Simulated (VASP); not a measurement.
CuO:

```
Cu O
1.0
     2.32450   -1.71910    0.00000
     2.32450    1.71910    0.00000
    -0.77922    0.00000    5.12814
Cu O
2 2
Cartesian
  1.1623 0.8596 0.0000
  0.7726 -0.8596 2.5641
  2.1297 -0.2854 1.2820
  1.7401 0.2854 3.8461
```

Base run:

- Program: VASP 6.6.1
- Functional: PBE
- Potentials or basis: VASP PAW PBE potentials, release 64 (Cu, O)
- Cutoff: 520 eV
- k mesh: 7 × 7 × 4
- Occupations: fermi-dirac, width 0.1 eV
- Spin: collinear spin
- Starting moments: [1.0, 1.0, 0.0, 0.0] μB
- Hubbard terms: Cu d U = 4.0 eV

Its results: pressure 2.9 GPa; net moment 1.95 μB per cell; largest force 0.237 eV/Å.

**Question.** The run is repeated on the same cell with these changes: moments at the start from [1.0, 1.0, 0.0, 0.0] to [0.2, 0.2, 0.0, 0.0]. What comes out?

**Answer.** Pressure 1.6 GPa; net moment 0.00 μB per cell; largest force 0.346 eV/Å.
